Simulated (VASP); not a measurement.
Set up this calculation in VASP 6.6.1, as the native input.

```
Task                   : single point
Functional             : PBE
Dispersion             : D3(BJ)
Potentials or basis    : VASP PAW PBE potentials, release 64 (O, C, S, H)
Cutoff                 : 520 eV
k mesh                 : 1 × 1 × 1
Occupations            : fermi-dirac, width 0.05 eV
Spin                   : no spin polarisation
Dipole correction      : no
Further INCAR settings : LREAL = Auto; ALGO = Normal; EDIFF = 1e-06; NBANDS = 75
```

The structure of H24C7SO7 lies in POSCAR:

```
H24C7SO7
1.0
    8.5748860000      0.0000000000      0.0000000000
    0.0000000000      8.5748860000      0.0000000000
    0.0000000000      0.0000000000      8.5748860000
O C S H
7 7 1 24
Direct
    0.2788491882      1.0992449346      0.3062781243
    0.9216682298      0.6151218803      0.9684793477
    0.8393930835      0.4393294558      0.5139776785
    0.3273512907      0.6650350803      0.9573771593
    0.4689974887      0.4748284700      0.1868712890
    0.7657244656      0.6248946050      0.2260204975
    0.1095408149      0.3642847264      1.0575884041
    0.3270947276      0.9965147059      0.3801333336
    0.9717796831      0.7330942942      0.8559414084
    1.0090746396      0.4324955457      0.5154704098
    0.3774977300      0.8243025038      0.9865553898
    0.4411020741      0.4465015628      0.3439579255
    0.7726983193      0.7844302537      0.2813331862
    0.0467761321      0.2307435924      0.9803045778
    0.3948390684      0.8604429260      0.4800880152
    0.8791720380      0.7467038046      0.7752522891
    1.0202701237      0.5590278401      0.9885845713
    0.9991153235      0.8447459243      0.9130267155
    1.0786499086      0.6954144930      0.7951709212
    1.0630811885      0.5347009861      0.5724041113
    0.8182849311      0.4725310634      0.4077138751
    1.0522005774      0.3295437397      0.5824800470
    1.0530285767      0.4293584778      0.3995155154
    0.4550964293      0.8597665322      0.8912188454
    0.3506402301      0.6066786194      1.0551277300
    0.2763302043      0.9069158470      0.9825786605
    0.4377434289      0.8344017635      1.0965043734
    0.3161208207      0.4366588664      0.3613575737
    0.5762875448      0.5121700743      0.1808303924
    0.4940007366      0.3346166934      0.3885416086
    0.4871668265      0.5431209231      0.4189676691
    0.7351584616      0.7898064184      0.4047983845
    0.8174685938      0.6256992804      0.1226022130
    0.8968515733      0.8288973171      0.2766100914
    0.6950529721      0.8610843339      0.2134022540
   -0.0431142758      0.2742427130      0.9070557906
    0.1964807462      0.3219751260      1.1142772044
    0.1319084592      0.1690867960      0.9014813725
   -0.0070205015      0.1493314313      1.0629412449
```

One way to write it, as run:

INCAR

```
ALGO = Normal ; EDIFF = 1E-6
ENCUT = 520 ; GGA = PE
ISIF = 2 ; ISMEAR = -1
IVDW = 12 ; LASPH = T
LCHARG = F ; LREAL = Auto
LWAVE = F ; NBANDS = 75
NELM = 100 ; PREC = Accurate
SIGMA = 0.05
```

KPOINTS

```
k-points
0
Gamma
  1 1 1
```

Potentials or basis: VASP PAW PBE potentials, release 64 (O, C, S, H).

Launch:

```console
$ cat potpaw_PBE.64/O/POTCAR potpaw_PBE.64/C/POTCAR potpaw_PBE.64/S/POTCAR potpaw_PBE.64/H/POTCAR > POTCAR
$ mpirun -np 1 vasp_gam > vasp.out
```

It gave:

```yaml
Pressure: 0.0 GPa
Largest_force: 1.872 eV/Å
Band_gap_on_the_k_mesh: 3.70 eV
Dispersion_energy_per_atom: -0.030 eV
```

Caveat: the k points lie up to 0.73 Å⁻¹ apart.

It took 57 s on 1 thread of Intel(R) Xeon(R) Platinum 8488C (Sapphire Rapids) (shared host), peak memory 0.53 GiB.
